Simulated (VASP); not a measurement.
# TlBr (Pm-3m) in VASP: a series of runs

The runs below take TlBr through single point, relaxation of cell and atoms, with PBE+D3(BJ).

Everything below comes from runs of VASP 6.6.1. Logs are shortened: lines on timing, memory, paths and dates and some standing lists are left out, and cuts for length are marked.

### 1 The cell of the first run

The structure is cubic, space group Pm-3m (No. 221). Conventional cell: a = 3.485 Å, b = 3.485 Å, c = 3.485 Å, α = 90.00°, β = 90.00°, γ = 90.00°. Tl (site symmetry m-3m) has 8 Br at 3.02 Å and 6 Tl at 3.48 Å within 4.0 Å. Br (site symmetry m-3m) has 8 Tl at 3.02 Å and 6 Br at 3.48 Å within 4.0 Å.

### 2 Single point, PBE+D3(BJ)

INCAR reads:

```
SYSTEM = TlBr
  ALGO = Normal
  EDIFF = 1E-6
  ENCUT = 500
  GGA = PE
  GGA_COMPAT = .FALSE.
  ISIF = 2
  ISMEAR = -1
  IVDW = 12
  LASPH = .TRUE.
  LCHARG = .FALSE.
  LREAL = .FALSE.
  LWAVE = .FALSE.
  NBANDS = 17
  NELM = 120
  PREC = Accurate
  SIGMA = 0.15
```

KPOINTS reads:

```
k-points
0
G
  12 12 12
  0 0 0
```

POSCAR reads:

```
TlBr
1.0
    3.4847459795      0.0000000000      0.0000000000
    0.0000000000      3.4847459795      0.0000000000
    0.0000000000      0.0000000000      3.4847459795
Tl Br
1 1
Direct
    0.0000000000      0.0000000000      0.0000000000
    0.5000000000      0.5000000000      0.5000000000
```

Potentials or basis: VASP PAW PBE potentials, release 64 (Tl_d, Br).

On the command line:

```console
> cat potpaw_PBE.64/Tl_d/POTCAR potpaw_PBE.64/Br/POTCAR > POTCAR
> mpirun -np 1 vasp_std > vasp.out
```

OUTCAR:

```text
SYSTEM = TlBr
   EDIFF = 1E-6
   ENCUT = 500
   GGA = PE
   ISIF = 2
   ISMEAR = -1
   IVDW = 12
   LASPH = .TRUE.
   LREAL = .FALSE.
   NELM = 120
   PREC = Accurate
 IVDW          = 12

 ion  position               nearest neighbor table
   1  0.000  0.000  0.000-   2 3.02   2 3.02   2 3.02   2 3.02   2 3.02   2 3.02   2 3.02   2 3.02

   2  0.500  0.500  0.500-   1 3.02   1 3.02   1 3.02   1 3.02   1 3.02   1 3.02   1 3.02   1 3.02

  LATTYP: Found a simple cubic cell.
 ALAT       =     3.4847459795

  Lattice vectors:

 A1 = (   3.4847459795,   0.0000000000,   0.0000000000)
 A2 = (   0.0000000000,   3.4847459795,   0.0000000000)
 A3 = (   0.0000000000,   0.0000000000,   3.4847459795)

Analysis of symmetry for initial positions (statically):
=====================================================================
 Subroutine PRICEL returns:
 Original cell was already a primitive cell.

 Routine SETGRP: Setting up the symmetry group for a
 simple cubic supercell.

 Subroutine GETGRP returns: Found 48 space group operations
 (whereof 48 operations were pure point group operations)
 out of a pool of 48 trial point group operations.

The static configuration has the point symmetry O_h .

Analysis of symmetry for dynamics (positions and initial velocities):
=====================================================================
 Subroutine PRICEL returns:
 Original cell was already a primitive cell.

 Routine SETGRP: Setting up the symmetry group for a
 simple cubic supercell.

 Subroutine GETGRP returns: Found 48 space group operations
 (whereof 48 operations were pure point group operations)
 out of a pool of 48 trial point group operations.

The dynamic configuration has the point symmetry O_h .

 Subroutine INISYM returns: Found 48 space group operations
 (whereof 48 operations are pure point group operations),
 and found     1 'primitive' translations

----------------------------------------------------------------------------------------

                                     Primitive cell

  volume of cell :      42.3169

  direct lattice vectors                    reciprocal lattice vectors
     3.484745979  0.000000000  0.000000000     0.286964963  0.000000000  0.000000000
     0.000000000  3.484745979  0.000000000     0.000000000  0.286964963  0.000000000
     0.000000000  0.000000000  3.484745979     0.000000000  0.000000000  0.286964963

  length of vectors
     3.484745979  3.484745979  3.484745979     0.286964963  0.286964963  0.286964963

  position of ions in fractional coordinates (direct lattice)
     0.000000000  0.000000000  0.000000000
     0.500000000  0.500000000  0.500000000

  ion indices of the primitive-cell ions
   primitive index   ion index
                 1           1
                 2           2

----------------------------------------------------------------------------------------

 KPOINTS: k-points

Automatic generation of k-mesh.
 Grid dimensions read from file:
 generate k-points for:   12   12   12

 Generating k-lattice:

  Cartesian coordinates                     Fractional coordinates (reciprocal lattice)
     0.023913747  0.000000000  0.000000000     0.083333333  0.000000000  0.000000000
     0.000000000  0.023913747  0.000000000     0.000000000  0.083333333  0.000000000
     0.000000000  0.000000000  0.023913747     0.000000000  0.000000000  0.083333333

  Length of vectors
     0.023913747  0.023913747  0.023913747

  Shift w.r.t. Gamma in fractional coordinates (k-lattice)
     0.000000000  0.000000000  0.000000000

 Subroutine IBZKPT returns following result:
 ===========================================

 Found     84 irreducible k-points:

 Following reciprocal coordinates:
            Coordinates               Weight
  0.000000  0.000000  0.000000      1.000000
  0.083333  0.000000  0.000000      6.000000
  0.166667  0.000000  0.000000      6.000000
  0.250000  0.000000  0.000000      6.000000
  0.333333  0.000000  0.000000      6.000000
  0.416667  0.000000  0.000000      6.000000
[... 16 lines left out ...]
  0.333333  0.333333  0.000000     12.000000
  0.416667  0.333333  0.000000     24.000000
 [... further k-points ...]
   k-points           NKPTS =     84   k-points in BZ     NKDIM =     84   number of bands    NBANDS=     17
   number of dos      NEDOS =    301   number of ions     NIONS =      2
   total plane-waves  NPLWV =  21952
   dimension x,y,z NGX =    28 NGY =   28 NGZ =   28
   dimension x,y,z NGXF=    56 NGYF=   56 NGZF=   56
   ions per type =               1   1
   NGX,Y,Z   is equivalent  to a cutoff of  13.36, 13.36, 13.36 a.u.
   NGXF,Y,Z  is equivalent  to a cutoff of  26.72, 26.72, 26.72 a.u.
 SYSTEM =  TlBr
   PREC   = accura    normal or accurate (medium, high low for compatibility)
   ISTART =      0    job   : 0-new  1-cont  2-samecut
   ICHARG =      2    charge: 1-file 2-atom 10-const
   ISPIN  =      1    spin polarized calculation?
   LNONCOLLINEAR =      F non collinear calculations
   LSORBIT =      F    spin-orbit coupling
   LASPH  =      T    aspherical Exc in radial PAW
   ENCUT  =  500.0 eV  36.75 Ry    6.06 a.u.   6.35  6.35  6.35*2*pi/ulx,y,z
   NELM   =    120;   NELMIN=  2; NELMDL= -5     # of ELM steps
   EDIFF  = 0.1E-05   stopping-criterion for ELM
   LREAL  =      F    real-space projection
   EDIFFG = 0.1E-04   stopping-criterion for IOM
   NSW    =      0    number of steps for IOM
   IBRION =     -1    ionic relax: 0-MD 1-quasi-New 2-CG
   NFREE  =      0    steps in history (QN), initial steepest desc. (CG)
   ISIF   =      2    stress and relaxation
   ISYM   =      2    0-nonsym 1-usesym 2-fastsym
   POTIM  = 0.5000    time-step for ionic-motion
   TEBEG  =    0.0;   TEEND  =   0.0 temperature during run
   PSTRESS=    0.0 pullay stress
   NELECT =      20.0000    total number of electrons
   NUPDOWN=      -1.0000    fix difference up-down
   EMIN   =  10.00;   EMAX   =-10.00  energy-range for DOS
   EFERMI =   0.00;   METHOD = LEGACY
   ISMEAR =    -1;   SIGMA  =   0.15  broadening in eV -4-tet -1-fermi 0-gaus
   EFERMI_NEDOS =   21; number of points for ismear=-14 and -15
   IALGO  =     38    algorithm
   IMIX   =      4    mixing-type and parameters
     AMIX     =   0.40;   BMIX     =  1.00
     AMIX_MAG =   1.60;   BMIX_MAG =  1.00
  volume/ion in A,a.u.               =      21.16       142.78
  Fermi-wavevector in a.u.,A,eV,Ry     =   1.275206  2.409790 22.125121  1.626151
  Thomas-Fermi vector in A             =   2.407931
   LORBIT       =      0    0 simple, 1 ext, 2 COOP (PROOUT), +10 PAW based schemes
   GGA     = PE    functional components
   LHFCALC =     F    Hartree Fock is set to
   AEXX    =    0.0000 exact exchange contribution
   IVDW    =    12    specifies the selected vdW correction
   LEPSILON=     F    determine dielectric tensor
   LRPA    =     F    only Hartree local field effects (RPA)
 non-spin polarized calculation
  energy-cutoff  :      500.00
  volume of cell :       42.32
 maximum number of plane-waves:      1108
 NGX is ok and might be reduce to    28
   NGX = 13   NGY = 13   NGZ = 13

 number of electron      20.0000000 magnetization

 Free energy of the ion-electron system (eV)
  ---------------------------------------------------
  ext. energy  EPLUGINS =         0.00000000
  ---------------------------------------------------
  free energy    TOTEN  =        -4.18523198 eV

  energy without entropy =       -4.17573855  energy(sigma->0) =       -4.18048527

 E-fermi :   7.8369     XC(G=0): -10.9870

 val. band max:        7.6963994045   @ k =   0.5000   0.0833   0.0000
 cond. band min:       7.9409786573   @ k =   0.5000   0.4167   0.4167
 fundamental gap:      0.2445792528
 Fermi energy:         7.8368861480

 k-point     1 :       0.0000    0.0000    0.0000
  band No.  band energies     occupation
      1      -9.1913      2.00000
      2      -3.8594      2.00000
      3      -3.8594      2.00000
      4      -3.3127      2.00000
      5      -3.3127      2.00000
      6      -3.3127      2.00000
[... 9 lines left out ...]
     16      21.6951      0.00000
     17      21.6951      0.00000

 k-point     2 :       0.0833    0.0000    0.0000
  band No.  band energies     occupation
      1      -9.1464      2.00000
      2      -3.8560      2.00000
      3      -3.8360      2.00000
      4      -3.3308      2.00000
      5      -3.3308      2.00000
      6      -3.3113      2.00000
[... 9 lines left out ...]
     16      21.4550      0.00000
     17      21.5356      0.00000

 k-point     3 :       0.1667    0.0000    0.0000
  band No.  band energies     occupation
      1      -9.0188      2.00000
      2      -3.8466      2.00000
      3      -3.7760      2.00000
      4      -3.3793      2.00000
      5      -3.3793      2.00000
      6      -3.3073      2.00000
[... 9 lines left out ...]
     16      21.0389      0.00000
     17      21.4856      0.00000

 k-point     4 :       0.2500    0.0000    0.0000
  band No.  band energies     occupation
      1      -8.8311      2.00000
      2      -3.8337      2.00000
      3      -3.7073      2.00000
      4      -3.4437      2.00000
      5      -3.4437      2.00000
      6      -3.3018      2.00000
[... 9 lines left out ...]
     16      20.0306      0.00000
     17      21.4064      0.00000
[... 343 lines left out ...]
      1      -8.2562      2.00000
      2      -3.7187      2.00000
      3      -3.5192      2.00000
      4      -3.4169      2.00000
      5      -3.3900      2.00000
      6      -3.3820      2.00000
[... 9 lines left out ...]
     16      20.5725      0.00000
     17      21.1950      0.00000

 k-point    23 :       0.3333    0.3333    0.0000
  band No.  band energies     occupation
      1      -8.3025      2.00000
      2      -3.7181      2.00000
      3      -3.4621      2.00000
      4      -3.4312      2.00000
      5      -3.3968      2.00000
      6      -3.3471      2.00000
[... 9 lines left out ...]
     16      19.9776      0.00000
     17      20.0853      0.00000

 k-point    24 :       0.4167    0.3333    0.0000
  band No.  band energies     occupation
      1      -8.2186      2.00000
      2      -3.6966      2.00000
      3      -3.4836      2.00000
      4      -3.4305      2.00000
      5      -3.3381      2.00000
      6      -3.2710      2.00000
[... 9 lines left out ...]
     16      20.3494      0.00000
     17      20.5633      0.00000

 [... further k-points ...]

------------------------ aborting loop because EDIFF is reached ----------------------------------------

 Edisp (eV)   -0.81082

 E8    (eV) :    -0.3761

  FORCE on cell =-STRESS in cart. coord.  units (eV):
  Direction    XX          YY          ZZ          XY          YZ          ZX
  --------------------------------------------------------------------------------------
  -------------------------------------------------------------------------------------
  Total       6.59855     6.59855     6.59855     0.00000     0.00000    -0.00000
  in kB     249.83067   249.83067   249.83067     0.00000     0.00000    -0.00000
  external pressure =      249.83 kB  Pullay stress =        0.00 kB

 VOLUME and BASIS-vectors are now :
 -----------------------------------------------------------------------------
  energy-cutoff  :      500.00
  volume of cell :       42.32
      direct lattice vectors                 reciprocal lattice vectors
     3.484745979  0.000000000  0.000000000     0.286964963  0.000000000  0.000000000
     0.000000000  3.484745979  0.000000000     0.000000000  0.286964963  0.000000000
     0.000000000  0.000000000  3.484745979     0.000000000  0.000000000  0.286964963

 POSITION                                       TOTAL-FORCE (eV/Angst)
 -----------------------------------------------------------------------------------
      0.00000      0.00000      0.00000         0.000000      0.000000      0.000000
      1.74237      1.74237      1.74237         0.000000      0.000000      0.000000
 -----------------------------------------------------------------------------------
    total drift:                                0.000000      0.000000      0.000000

  FREE ENERGIE OF THE ION-ELECTRON SYSTEM (eV)
  ---------------------------------------------------
  free  energy   TOTEN  =        -4.9960501814 eV

  energy  without entropy=       -4.9865567500  energy(sigma->0) =       -4.99130347
```

It used 69 s of CPU time on 1 thread of AMD EPYC 7R13 Processor (Zen 3), with other jobs on the host.

Results:

```
Free energy                : -4.9961 eV
Pressure                   : 25.0 GPa
Band gap on the k mesh     : zero (band 10 reaches 8.05 eV, above the bottom of band 11 at 7.69 eV)
Dispersion energy per atom : -0.405 eV
```

Levels at points of the mesh, in eV from the Fermi level:
```tsv
k point	band 6	band 7	band 8	band 9	band 10	band 11	band 12	band 13	band 14	band 15
(0.00, 0.00, 0.00)	-11.15	-5.74	-3.52	-3.52	-3.52	5.48	5.48	8.76	8.76	8.76
(0.50, 0.00, 0.00)	-11.13	-8.75	-2.32	-2.32	0.21	0.67	5.10	5.10	5.87	10.74
(0.50, 0.50, 0.00)	-10.95	-6.45	-6.45	-5.14	-2.36	5.11	5.11	7.16	8.54	10.22
(0.50, 0.50, 0.50)	-10.94	-4.17	-4.17	-4.17	-2.89	-0.15	-0.15	-0.15	15.56	15.56
```

Caveat: spin-orbit coupling is left out, which moves the levels of the heavy elements; pairwise dispersion overbinds metals, which lowers pressure and volume.

[end of part 1 of 2]
